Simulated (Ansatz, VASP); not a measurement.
# Cl: VASP beside Ansatz

The input INCAR:

```
  ALGO = Normal
  EDIFF = 1E-6
  ENCUT = 520
  GGA = PS
  ISIF = 2
  ISMEAR = 0
  LASPH = True
  LCHARG = False
  LREAL = False
  LWAVE = False
  NBANDS = 22
  NELM = 80
  PREC = Accurate
  SIGMA = 0.1
```

Contents of KPOINTS:

```
k-points
0
Gamma
  6 6 2
```

The input POSCAR:

```
Cl
1.0
    3.1450000000     -2.2500000000      0.0000000000
    3.1450000000      2.2500000000      0.0000000000
    0.0000000000      0.0000000000      8.2100000000
Cl
4
Direct
    0.8700000000      0.1300000000      0.1000000000
    0.6300000000      0.3700000000      0.6000000000
    0.1300000000      0.8700000000      0.9000000000
    0.3700000000      0.6300000000      0.4000000000
```

Input for Ansatz:

```yaml
crystal:
  lattice:
    - [3.145, -2.25, 0.0]
    - [3.145, 2.25, 0.0]
    - [0.0, 0.0, 8.21]
  atoms:
    - { symbol: Cl, position: [0.87, 0.13, 0.1] }
    - { symbol: Cl, position: [0.63, 0.37, 0.6] }
    - { symbol: Cl, position: [0.13, 0.87, 0.9] }
    - { symbol: Cl, position: [0.37, 0.63, 0.4] }
basis:
  ecutwfc: 420
kpoints:
  mp_grid: { grid: [6, 6, 2] }
hamiltonian:
  xc: pbesol
scf:
  occupations: { method: gaussian, width: 0.1 }
output:
  forces: true
  stress: true
  eigenvalues: true
```

Alike in both runs: task single point; functional PBEsol; k mesh 6 × 6 × 2; occupations gaussian, width 0.1 eV; no spin polarisation.

|  | VASP | Ansatz |
| --- | --- | --- |
| version | VASP 6.6.1 | Ansatz 0.2.0 |
| potentials or method | VASP PAW PBE potentials, release 64 (Cl), cutoff 520 eV | scalar-relativistic, plane waves, PAW |
| valence electrons in the cell | 28 | 28 |

VASP gave:

- gap on the k mesh at the Fermi level (eV): 2.48
- least direct gap on the mesh (eV): 2.54
- pressure (GPa): -1.2
- traceless stress, the component that is largest in VASP (GPa): 1.30
- rms of the force components (eV/Å): 0.178

Problem. What did Ansatz give for the same quantities?

Solution. gap on the k mesh at the Fermi level (eV): 2.43; least direct gap on the mesh (eV): 2.49; pressure (GPa): -0.9; traceless stress, the component that is largest in VASP (GPa): 1.05; rms of the force components (eV/Å): 0.100.

VASP's potentials were made for PBE, not for PBEsol. Atom by atom the forces differ by 0.087 eV/Å (rms over components).
